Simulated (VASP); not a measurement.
# SiSn5 (P6/mmm) in VASP: a series of runs

Runs on SiSn5. Level: PBE. Tasks: relaxation of cell and atoms, single point.

All numbers are computed with VASP 6.6.1; they aren't measurements. Logs are shortened: lines on timing, memory, paths and dates and some standing lists are left out, and cuts for length are marked.

## Step 1: The cell of the first run

It takes space group P6/mmm (No. 191, hexagonal). The conventional cell has a = 3.171 Å, b = 3.171 Å, c = 17.865 Å, α = 90.00°, β = 90.00°, γ = 120.00°. Si (site symmetry 6/mmm) has 2 Sn at 2.98 Å and 6 Si at 3.17 Å within 3.9 Å. Sn (site symmetry 6mm) has 7 Sn at 2.98 to 3.17 Å and 1 Si at 2.98 Å within 3.9 Å. Within 3.9 Å of Sn (site symmetry 6mm) lie 8 Sn at 2.98 to 3.17 Å. Within 3.9 Å of Sn (site symmetry 6/mmm) lie 8 Sn at 2.98 to 3.17 Å.

## Step 2: Relaxation of cell and atoms, PBE

INCAR reads:

```
  PREC = Accurate
  ENCUT = 600
  EDIFF = 1E-6
  ISMEAR = 0
  SIGMA = 0.1
  LREAL = F
  LASPH = T
  NELM = 100
  ALGO = Normal
  ISIF = 3
  LWAVE = F
  LCHARG = F
  GGA = PE
  IBRION = 2
  NSW = 90
  EDIFFG = -0.04
```

KPOINTS reads:

```
regular mesh
0
Gamma
  6 6 1
```

POSCAR reads:

```
SiSn5
1.0
    3.1707991900      0.0000000000      0.0000000000
   -1.5853995900      2.7459926500      0.0000000000
    0.0000000000      0.0000000000     17.8653885700
Si Sn
1 5
Direct
    0.0000000000      0.0000000000      0.0000000000
    0.0000000000      0.0000000000      0.8333333300
    0.0000000000      0.0000000000      0.1666666700
    0.0000000000      0.0000000000      0.3333333300
    0.0000000000      0.0000000000      0.5000000000
    0.0000000000      0.0000000000      0.6666666700
```

Potentials or basis: VASP PAW PBE potentials, release 64 (Si, Sn_d).

The run is started by

```
$ cat potpaw_PBE.64/Si/POTCAR potpaw_PBE.64/Sn_d/POTCAR > POTCAR
$ mpirun -np 1 vasp_std > vasp.out
```

OUTCAR:

```text
PREC = Accurate
   ENCUT = 600
   EDIFF = 1E-6
   ISMEAR = 0
   LREAL = F
   LASPH = T
   NELM = 100
   ISIF = 3
   GGA = PE
   IBRION = 2
   NSW = 90
   EDIFFG = -0.04

 ion  position               nearest neighbor table
   1  0.000  0.000  0.000-   2 2.98   3 2.98
   2  0.000  0.000  0.833-   6 2.98   1 2.98
   3  0.000  0.000  0.167-   4 2.98   1 2.98
   4  0.000  0.000  0.333-   3 2.98   5 2.98
   5  0.000  0.000  0.500-   4 2.98   6 2.98
   6  0.000  0.000  0.667-   2 2.98   5 2.98

  LATTYP: Found a hexagonal cell.
 ALAT       =     3.1707991900
 C/A-ratio  =     5.6343487870

  Lattice vectors:

 A1 = (   3.1707991900,   0.0000000000,   0.0000000000)
 A2 = (  -1.5853995900,   2.7459926500,   0.0000000000)
 A3 = (   0.0000000000,   0.0000000000,  17.8653885700)

Analysis of symmetry for initial positions (statically):
=====================================================================
 Subroutine PRICEL returns:
 Original cell was already a primitive cell.

 Routine SETGRP: Setting up the symmetry group for a
 hexagonal supercell.

 Subroutine GETGRP returns: Found 24 space group operations
 (whereof 24 operations were pure point group operations)
 out of a pool of 24 trial point group operations.

The static configuration has the point symmetry D_6h.

Analysis of symmetry for dynamics (positions and initial velocities):
=====================================================================
 Subroutine PRICEL returns:
 Original cell was already a primitive cell.

 Routine SETGRP: Setting up the symmetry group for a
 hexagonal supercell.

 Subroutine GETGRP returns: Found 24 space group operations
 (whereof 24 operations were pure point group operations)
 out of a pool of 24 trial point group operations.

The dynamic configuration has the point symmetry D_6h.

 Subroutine INISYM returns: Found 24 space group operations
 (whereof 24 operations are pure point group operations),
 and found     1 'primitive' translations

----------------------------------------------------------------------------------------

                                     Primitive cell

  volume of cell :     155.5538

  direct lattice vectors                    reciprocal lattice vectors
     3.170799190  0.000000000  0.000000000     0.315377903  0.182083517  0.000000000
    -1.585399590  2.745992650  0.000000000     0.000000000  0.364167034  0.000000000
     0.000000000  0.000000000 17.865388570     0.000000000  0.000000000  0.055974153

  length of vectors
     3.170799190  3.170799189 17.865388570     0.364167034  0.364167034  0.055974153

  position of ions in fractional coordinates (direct lattice)
     0.000000000  0.000000000  0.000000000
     0.000000000  0.000000000  0.833333330
     0.000000000  0.000000000  0.166666670
     0.000000000  0.000000000  0.333333330
     0.000000000  0.000000000  0.500000000
     0.000000000  0.000000000  0.666666670

  ion indices of the primitive-cell ions
   primitive index   ion index
                 1           1
                 2           2
                 3           3
                 4           4
                 5           5
                 6           6

----------------------------------------------------------------------------------------

 KPOINTS: regular mesh

Automatic generation of k-mesh.
 Grid dimensions read from file:
 generate k-points for:    6    6    1

 Generating k-lattice:

  Cartesian coordinates                     Fractional coordinates (reciprocal lattice)
     0.052562984  0.030347253  0.000000000     0.166666667 -0.000000000  0.000000000
     0.000000000  0.060694506  0.000000000     0.000000000  0.166666667  0.000000000
     0.000000000  0.000000000  0.055974153     0.000000000  0.000000000  1.000000000

  Length of vectors
     0.060694506  0.060694506  0.055974153

  Shift w.r.t. Gamma in fractional coordinates (k-lattice)
     0.000000000  0.000000000  0.000000000

 Subroutine IBZKPT returns following result:
 ===========================================

 Found      7 irreducible k-points:

 Following reciprocal coordinates:
            Coordinates               Weight
  0.000000  0.000000  0.000000      1.000000
  0.166667  0.000000  0.000000      6.000000
  0.333333  0.000000  0.000000      6.000000
  0.500000  0.000000  0.000000      3.000000
  0.166667  0.166667  0.000000      6.000000
  0.333333  0.166667  0.000000     12.000000
  0.333333  0.333333  0.000000      2.000000
   k-points           NKPTS =      7   k-points in BZ     NKDIM =      7   number of bands    NBANDS=     44
   number of dos      NEDOS =    301   number of ions     NIONS =      6
   total plane-waves  NPLWV = 112896
   dimension x,y,z NGX =    28 NGY =   28 NGZ =  144
   dimension x,y,z NGXF=    56 NGYF=   56 NGZF=  288
   ions per type =               1   5
   NGX,Y,Z   is equivalent  to a cutoff of  14.68, 14.68, 13.40 a.u.
   NGXF,Y,Z  is equivalent  to a cutoff of  29.36, 29.36, 26.80 a.u.
 SYSTEM =  unknown system
   PREC   = accura    normal or accurate (medium, high low for compatibility)
   ISTART =      0    job   : 0-new  1-cont  2-samecut
   ICHARG =      2    charge: 1-file 2-atom 10-const
   ISPIN  =      1    spin polarized calculation?
   LNONCOLLINEAR =      F non collinear calculations
   LSORBIT =      F    spin-orbit coupling
   LASPH  =      T    aspherical Exc in radial PAW
   ENCUT  =  600.0 eV  44.10 Ry    6.64 a.u.   6.33  6.33 35.68*2*pi/ulx,y,z
   NELM   =    100;   NELMIN=  2; NELMDL= -5     # of ELM steps
   EDIFF  = 0.1E-05   stopping-criterion for ELM
   LREAL  =      F    real-space projection
   EDIFFG = -.4E-01   stopping-criterion for IOM
   NSW    =     90    number of steps for IOM
   IBRION =      2    ionic relax: 0-MD 1-quasi-New 2-CG
   NFREE  =      1    steps in history (QN), initial steepest desc. (CG)
   ISIF   =      3    stress and relaxation
   ISYM   =      2    0-nonsym 1-usesym 2-fastsym
   POTIM  = 0.5000    time-step for ionic-motion
   TEBEG  =    0.0;   TEEND  =   0.0 temperature during run
   PSTRESS=    0.0 pullay stress
   NELECT =      74.0000    total number of electrons
   NUPDOWN=      -1.0000    fix difference up-down
   EMIN   =  10.00;   EMAX   =-10.00  energy-range for DOS
   EFERMI =   0.00;   METHOD = LEGACY
   ISMEAR =     0;   SIGMA  =   0.10  broadening in eV -4-tet -1-fermi 0-gaus
   EFERMI_NEDOS =   21; number of points for ismear=-14 and -15
   IALGO  =     38    algorithm
   IMIX   =      4    mixing-type and parameters
     AMIX     =   0.40;   BMIX     =  1.00
     AMIX_MAG =   1.60;   BMIX_MAG =  1.00
  volume/ion in A,a.u.               =      25.93       174.95
  Fermi-wavevector in a.u.,A,eV,Ry     =   1.277983  2.415038 22.221601  1.633242
  Thomas-Fermi vector in A             =   2.410552
   LORBIT       =      0    0 simple, 1 ext, 2 COOP (PROOUT), +10 PAW based schemes
   GGA     = PE    functional components
   LHFCALC =     F    Hartree Fock is set to
   AEXX    =    0.0000 exact exchange contribution
   IVDW    =     0    specifies the selected vdW correction
   LEPSILON=     F    determine dielectric tensor
   LRPA    =     F    only Hartree local field effects (RPA)
 conjugate gradient relaxation of ions
 non-spin polarized calculation
 Gauss-broadening in eV      SIGMA  =   0.10
  energy-cutoff  :      600.00
  volume of cell :      155.55
 maximum number of plane-waves:      5211
 NGX is ok and might be reduce to    28
   NGX = 13   NGY = 13   NGZ = 71

--------------------------------------- Ionic step        1  -------------------------------------------

 number of electron      74.0000021 magnetization

 Free energy of the ion-electron system (eV)
  ---------------------------------------------------
  ext. energy  EPLUGINS =         0.00000000
  ---------------------------------------------------
  free energy    TOTEN  =       -23.32927109 eV

  energy without entropy =      -23.29427506  energy(sigma->0) =      -23.31177307

------------------------ aborting loop because EDIFF is reached ----------------------------------------

  FORCE on cell =-STRESS in cart. coord.  units (eV):
  Direction    XX          YY          ZZ          XY          YZ          ZX
  --------------------------------------------------------------------------------------
  -------------------------------------------------------------------------------------
  Total        0.0718028      0.0718028      4.6251505      0.0000000      0.0000000     -0.0000000
  in kB        0.7395564      0.7395564     47.6382581      0.0000000      0.0000000     -0.0000000
  external PRESSURE =      16.3724570 kB  Pullay stress =       0.0000000 kB
[... 101 lines left out ...]
  FREE ENERGIE OF THE ION-ELECTRON SYSTEM (eV)
  ---------------------------------------------------
  free  energy   TOTEN  =       -23.4525637734 eV

  energy  without entropy=      -23.4363397822  energy(sigma->0) =      -23.44445178

[... ionic steps 4 to 10 ...]

--------------------------------------- Ionic step       11  -------------------------------------------

 number of electron      74.0000009 magnetization

------------------------ aborting loop because EDIFF is reached ----------------------------------------

  FORCE on cell =-STRESS in cart. coord.  units (eV):
  Direction    XX          YY          ZZ          XY          YZ          ZX
  --------------------------------------------------------------------------------------
  -------------------------------------------------------------------------------------
  Total       -0.3041570     -0.3041570      0.0970746     -0.0000000      0.0000000      0.0000000
  in kB       -3.0426999     -3.0426999      0.9711067     -0.0000000      0.0000000      0.0000000
  external PRESSURE =      -1.7047644 kB  Pullay stress =       0.0000000 kB
[... 65 lines left out ...]
  energy  without entropy=      -23.5541717726  energy(sigma->0) =      -23.56718699

--------------------------------------- Ionic step       13  -------------------------------------------

 number of electron      74.0000012 magnetization

 Free energy of the ion-electron system (eV)
  ---------------------------------------------------
  ext. energy  EPLUGINS =         0.00000000
  ---------------------------------------------------
  free energy    TOTEN  =       -23.58144182 eV

  energy without entropy =      -23.55586161  energy(sigma->0) =      -23.56865172

 E-fermi :   7.8579     XC(G=0): -10.1321

 val. band max:        7.7248861755   @ k =   0.1667   0.1667   0.0000
 cond. band min:       7.9081157317   @ k =   0.3333   0.0000   0.0000
 fundamental gap:      0.1832295562
 Fermi energy:         7.8578555016

 k-point     1 :       0.0000    0.0000    0.0000
  band No.  band energies     occupation
      1     -14.2503      2.00000
      2     -14.1646      2.00000
      3     -14.1646      2.00000
      4     -14.1639      2.00000
      5     -14.1238      2.00000
      6     -14.1238      2.00000
[... 351 lines left out ...]
  FREE ENERGIE OF THE ION-ELECTRON SYSTEM (eV)
  ---------------------------------------------------
  free  energy   TOTEN  =       -23.5814418217 eV

  energy  without entropy=      -23.5558616144  energy(sigma->0) =      -23.56865172

 reached required accuracy - stopping structural energy minimisation
```

Run time: 28 min. Hardware: 1 thread of Intel Xeon 8259CL, shared host; peak memory 0.37 GiB.

Results:

| Item | Value |
| --- | --- |
| Free energy | -23.5814 eV |
| Relaxed volume | 26.58 Å³/atom |
| Relaxed cell | a = 3.178 Å, b = 3.178 Å, c = 18.233 Å, α = 90.00°, β = 90.00°, γ = 120.00° |
| Space group after relaxing (to 0.1 Å) | P6/mmm (No. 191) |
| Energy gained by relaxing | 42.0 meV/atom |
| Ionic steps | 13 |
| Pressure after relaxing | 0.0 GPa |
| Largest force after relaxing | 0.033 eV/Å |

Forces in eV/Å, atoms in the order of the input:
```
Si   0.000  0.000  0.000
Sn   0.000  0.000 -0.033
Sn   0.000  0.000  0.033
Sn   0.000  0.000 -0.008
Sn   0.000  0.000  0.000
Sn   0.000  0.000  0.008
```

The path:
```tsv
step	energy change (eV)	largest force (eV/Å)	pressure (GPa)	volume (Å³)
1	0.0000	0.7345	1.64	155.55
2	-0.1216	0.3700	0.01	161.52
3	-0.1233	0.3248	-0.27	162.56
4	-0.1234	0.3372	-0.20	162.32
5	-0.1396	0.2967	-0.18	161.95
6	-0.1804	0.2251	-0.02	160.82
7	-0.2302	0.2532	0.30	158.57
8	-0.2449	0.1490	-0.07	160.11
9	-0.2452	0.1338	-0.12	160.37
10	-0.2509	0.0578	-0.19	160.20
11	-0.2512	0.0541	-0.17	160.16
12	-0.2509	0.0274	0.32	158.76
13	-0.2522	0.0333	0.04	159.49
```

Final structure:
```cif
data_structure
_symmetry_space_group_name_H-M 'P 1'
_symmetry_Int_Tables_number 1
_cell_length_a 3.1782
_cell_length_b 3.1782
_cell_length_c 18.2329
_cell_angle_alpha 90.000
_cell_angle_beta 90.000
_cell_angle_gamma 120.000
_cell_volume 159.49
loop_
_atom_site_label
_atom_site_type_symbol
_atom_site_fract_x
_atom_site_fract_y
_atom_site_fract_z
_atom_site_occupancy
Si1 Si 0.00000 0.00000 0.00000 1
Sn1 Sn 0.00000 0.00000 0.84818 1
Sn2 Sn 0.00000 0.00000 0.15182 1
Sn3 Sn 0.00000 0.00000 0.32439 1
Sn4 Sn 0.00000 0.00000 0.50000 1
Sn5 Sn 0.00000 0.00000 0.67561 1
```

Levels at points of the mesh, in eV from the Fermi level:
| k point | band 33 | band 34 | band 35 | band 36 | band 37 | band 38 | band 39 | band 40 | band 41 | band 42 |
| --- | --- | --- | --- | --- | --- | --- | --- | --- | --- | --- |
| (0.00, 0.00, 0.00) | -3.07 | -2.95 | 0.94 | 1.00 | 4.81 | 5.52 | 5.52 | 7.50 | 7.50 | 7.66 |
| (0.50, 0.00, 0.00) | -4.53 | -3.85 | -3.61 | -3.46 | -2.28 | -1.90 | 0.49 | 0.82 | 2.65 | 2.77 |

Caveat: the k points lie up to 0.38 Å⁻¹ apart in the final cell; the highest band is partly filled, so the run has too few bands; spin-orbit coupling is left out, which moves the levels of the heavy elements.

## Step 3: Single point, PBE

This run uses another cell than the first one, of 26.57 Å³/atom.

INCAR reads:

```
SYSTEM = SiSn5
  ALGO = Fast
  EDIFF = 1E-6
  ENCUT = 520
  GGA = PE
  ISIF = 2
  ISMEAR = 0
  LASPH = .True.
  LCHARG = .True.
  LELF = .True.
  LREAL = .False.
  LVHAR = .True.
  LWAVE = .False.
  NBANDS = 46
  NELM = 100
  PREC = Accurate
  SIGMA = 0.1
```

KPOINTS reads:

```
k-points
0
Gamma
  12 12 2
  0 0 0
```

POSCAR reads:

```
SiSn5
1.0
    3.2064673971      0.0000000000      0.0000000000
   -1.6032336986      2.7768822223      0.0000000000
    0.0000000000      0.0000000000     17.9056401997
Si Sn
1 5
Direct
    0.0000000000      0.0000000000      0.0000000000
    0.0000000000      0.0000000000      0.8452084115
    0.0000000000      0.0000000000      0.1547915885
    0.0000000000      0.0000000000      0.3277052212
    0.0000000000      0.0000000000      0.5000000000
    0.0000000000      0.0000000000      0.6722947788
```

Potentials or basis: VASP PAW PBE potentials, release 64 (Si, Sn_d).

The run is started by

```
$ cat potpaw_PBE.64/Si/POTCAR potpaw_PBE.64/Sn_d/POTCAR > POTCAR
$ mpirun -np 1 vasp_std > vasp.out
```

OUTCAR:

```text
SYSTEM = SiSn5
   EDIFF = 1E-6
   ENCUT = 520
   GGA = PE
   ISIF = 2
   ISMEAR = 0
   LASPH = .True.
   LREAL = .False.
   NELM = 100
   PREC = Accurate

 ion  position               nearest neighbor table
   1  0.000  0.000  0.000-   2 2.77   3 2.77
   2  0.000  0.000  0.845-   1 2.77   6 3.10
   3  0.000  0.000  0.155-   1 2.77   4 3.10
   4  0.000  0.000  0.328-   5 3.09   3 3.10
   5  0.000  0.000  0.500-   4 3.09   6 3.09
   6  0.000  0.000  0.672-   5 3.09   2 3.10

  LATTYP: Found a hexagonal cell.
 ALAT       =     3.2064673971
 C/A-ratio  =     5.5842264967

  Lattice vectors:

 A1 = (   3.2064673971,   0.0000000000,   0.0000000000)
 A2 = (  -1.6032336986,   2.7768822223,   0.0000000000)
 A3 = (   0.0000000000,   0.0000000000,  17.9056401997)

Analysis of symmetry for initial positions (statically):
=====================================================================
 Subroutine PRICEL returns:
 Original cell was already a primitive cell.

[... 180 lines left out ...]

 val. band max:        7.4929525048   @ k =   0.1667   0.0000   0.5000
 cond. band min:       7.5385602479   @ k =   0.3333   0.2500   0.5000
 fundamental gap:      0.0456077431
 Fermi energy:         7.5047225926

 k-point     1 :       0.0000    0.0000    0.0000
  band No.  band energies     occupation
      1     -14.1467      2.00000
      2     -14.1074      2.00000
      3     -14.0543      2.00000
      4     -14.0543      2.00000
      5     -14.0543      2.00000
      6     -14.0543      2.00000
[... 1165 lines left out ...]
     45      12.5534      0.00000
     46      13.0527      0.00000

 [... further k-points ...]

------------------------ aborting loop because EDIFF is reached ----------------------------------------

  FORCE on cell =-STRESS in cart. coord.  units (eV):
  Direction    XX          YY          ZZ          XY          YZ          ZX
  --------------------------------------------------------------------------------------
  -------------------------------------------------------------------------------------
  Total       -0.0356263     -0.0356263      0.0019827      0.0000000      0.0000000      0.0000000
  in kB       -0.3580194     -0.3580194      0.0199244      0.0000000      0.0000000      0.0000000
  external PRESSURE =      -0.2320381 kB  Pullay stress =       0.0000000 kB

 VOLUME and BASIS-vectors are now :
 -----------------------------------------------------------------------------
  energy-cutoff  :      520.00
  volume of cell :      159.43
      direct lattice vectors                 reciprocal lattice vectors
     3.206467397  0.000000000  0.000000000     0.311869692  0.180058051  0.000000000
    -1.603233699  2.776882222  0.000000000     0.000000000  0.360116101  0.000000000
     0.000000000  0.000000000 17.905640200     0.000000000  0.000000000  0.055848324

 POSITION                                       TOTAL-FORCE (eV/Angst)
 -----------------------------------------------------------------------------------
      0.00000      0.00000      0.00000         0.000000     -0.000000      0.000000
      0.00000      0.00000     15.13400         0.000000     -0.000000     -0.002264
      0.00000      0.00000      2.77164        -0.000000      0.000000      0.002264
      0.00000      0.00000      5.86777         0.000000      0.000000      0.001362
      0.00000      0.00000      8.95282         0.000000     -0.000000      0.000000
      0.00000      0.00000     12.03787         0.000000      0.000000     -0.001362
 -----------------------------------------------------------------------------------
    total drift:                                0.000000      0.000000      0.000000

  FREE ENERGIE OF THE ION-ELECTRON SYSTEM (eV)
  ---------------------------------------------------
  free  energy   TOTEN  =       -23.4274001267 eV

  energy  without entropy=      -23.4124022826  energy(sigma->0) =      -23.41990120
```

stdout:

```text
POSCAR found type information on POSCAR SiSn
 POSCAR found :  2 types and       6 ions
 scaLAPACK will be used
 LDA part: xc-table for (Slater+PW92), standard interpolation
 POSCAR, INCAR and KPOINTS ok, starting setup
 FFT: planning ... GRIDC
 FFT: planning ... GRID_SOFT
 FFT: planning ... GRID
 WAVECAR not read
 entering main loop
```

Wall time 7.9 min (1 thread of Intel Xeon 8259CL, shared host); peak memory 0.39 GiB.

What came out:

```yaml
Free_energy: -23.4274 eV
Pressure: 0.0 GPa
Band_gap_on_the_k_mesh: zero (bands 37 and 38 overlap by 7.26 eV)
```

Forces on the atoms (eV/Å):
```
Si   0.000  0.000  0.000
Sn   0.000  0.000 -0.002
Sn   0.000  0.000  0.002
Sn   0.000  0.000  0.001
Sn   0.000  0.000  0.000
Sn   0.000  0.000 -0.001
```

Levels at points of the mesh, in eV from the Fermi level:
| k point | band 34 | band 35 | band 36 | band 37 | band 38 | band 39 | band 40 | band 41 |
| --- | --- | --- | --- | --- | --- | --- | --- | --- |
| (0.00, 0.00, 0.00) | -2.40 | 1.63 | 1.82 | 5.44 | 5.44 | 5.58 | 7.52 | 7.52 |
| (0.50, 0.00, 0.00) | -3.45 | -3.16 | -2.89 | -1.94 | -1.68 | 0.92 | 1.26 | 2.81 |
| (0.00, 0.00, 0.50) | -0.50 | -0.45 | 3.68 | 4.41 | 5.44 | 5.44 | 7.43 | 7.43 |
| (0.50, 0.00, 0.50) | -3.74 | -3.60 | -2.58 | -2.05 | -0.88 | -0.49 | 2.81 | 3.03 |

Caveat: spin-orbit coupling is left out, which moves the levels of the heavy elements.
